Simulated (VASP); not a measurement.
Runs of VASP 6.6.1 on HgTe. The structure is that of space group F-43m (No. 216), or close to it. The cells are those of the table. 

| task | level | potentials or basis | cell | gap on the mesh (eV) | pressure (GPa) |
| --- | --- | --- | --- | --- | --- |
| single point | PBE | VASP PAW PBE potentials, release 64 (Hg, Te) | a = 4.648 Å, angles 60.0°, 2 atoms | none | (a) |
| single point | PBE | VASP PAW PBE potentials, release 64 (Hg, Te) | a = 4.559 Å, angles 60.0°, 2 atoms | none | (c) |
| single point | PBE | VASP PAW PBE potentials, release 64 (Hg, Te) | a = 4.619 Å, angles 60.0°, 2 atoms | none | 2.2 |
| electric field gradients | LDA | VASP PAW LDA potentials, release 64 (Hg, Te) | a = 4.559 Å, angles 60.0°, 2 atoms | none | 0.0 |
| single point | PBE | VASP PAW PBE potentials, release 64 (Hg, Te) | a = 4.528 Å, angles 60.0°, 2 atoms | none | 5.3 |
| single point | PBE | VASP PAW PBE potentials, release 64 (Hg, Te) | a = 4.497 Å, angles 60.0°, 2 atoms | none | (b) |
| single point | PBE | VASP PAW PBE potentials, release 64 (Hg, Te) | a = 4.589 Å, angles 60.0°, 2 atoms | none | 3.1 |
| electric field gradients | r2SCAN | VASP PAW PBE potentials, release 64 (Hg, Te) | a = 4.559 Å, angles 60.0°, 2 atoms | none | 2.8 |

Alike in all rows: no spin polarisation; k mesh 13 × 13 × 13; cutoff (eV) 520; smearing fermi-dirac 0.05 eV.

Fill in the values left out.

(a) 1.4; (b) 6.6; (c) 4.1.

Caveats: spin-orbit coupling is left out, which moves the levels of the heavy elements; the PAW data sets were made with another functional, which shifts forces and pressure a little (some runs).

A k mesh can miss the band edges, and the runs leave out spin-orbit coupling on Hg, Te.

A gap of «none» marks levels without a gap at the run's occupations.
